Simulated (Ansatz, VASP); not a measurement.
**Two plane-wave programs on ScAl3**

```
Sc Al
1.0
    -2.58379    2.70070    3.83205
     2.58379   -2.70070    3.83205
     2.58379    2.70070   -3.83205
Sc Al
1 3
Direct
  0.50000 0.00000 0.50000
  0.67284 0.67284 0.00000
  0.32716 0.32716 0.00000
  0.00000 0.00000 0.00000
```

Alike in both runs: functional PBE; k mesh 12 × 12 × 12; occupations gaussian, width 0.1 eV; no spin polarisation.

Ansatz relaxed the structure, and its values are those at the end. VASP's run is a single point on that final structure, the one shown.

```csv
,VASP,Ansatz
version,VASP 6.6.1,Ansatz 0.2.0
potentials or method,"VASP PAW PBE potentials, release 64 (Sc_sv, Al), cutoff 520 eV","scalar-relativistic, plane waves, PAW"
valence electrons in the cell,20,20
```

VASP gave:

| Item | Value |
| --- | --- |
| gap on the k mesh at the Fermi level (eV) | none |
| pressure (GPa) | 0.0 |
| rms of the force components (eV/Å) | 0.001 |

**Question.** Estimate Ansatz's values.

**Answer.** gap on the k mesh at the Fermi level (eV): none; pressure (GPa): 0.0; rms of the force components (eV/Å): 0.003.

A gap of «none» marks a metal or a gap that the smearing closes. The functional is the same, so the differences come from potentials, cutoffs and numerics.
